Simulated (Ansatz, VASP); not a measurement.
One calculation of ZrTi3C2, two programs

```
Zr Ti C
1.0
     4.21181    0.00000    0.00000
     0.00000    4.21181    0.00000
     0.00000    0.00000    5.34202
Zr Ti C
1 3 2
Direct
  0.50000 0.50000 0.00000
  0.00000 0.50000 0.50000
  0.50000 0.00000 0.50000
  0.00000 0.00000 0.00000
  0.00000 0.00000 0.66418
  0.00000 0.00000 0.33582
```

Alike in both runs: task single point; functional PBE; k mesh 4 × 4 × 4; occupations gaussian, width 0.1 eV; no spin polarisation.

```csv
,VASP,Ansatz
version,VASP 6.6.1,Ansatz 0.2.0
potentials or method,"VASP PAW PBE potentials, release 64 (Zr_sv, Ti_sv, C), cutoff 520 eV","scalar-relativistic, plane waves, PAW"
valence electrons in the cell,56,56
```

|  | VASP | Ansatz | Ansatz less VASP |
| --- | --- | --- | --- |
| gap on the k mesh at the Fermi level (eV) | none | none | - |
| pressure (GPa) | -5.6 | -5.6 | -0.02 |
| traceless stress, the component that is largest in VASP (GPa) | 7.79 | 7.85 | +0.060 |
| rms of the force components (eV/Å) | 2.738 | 2.747 | +0.0092 |

Atom by atom the forces differ by 0.009 eV/Å (rms over components). A gap of «none» marks a metal or a gap that the smearing closes. With one functional, cell and mesh, what is left measures potentials, basis and numerics.

The k mesh is coarse, so the values compare programs but aren't converged.
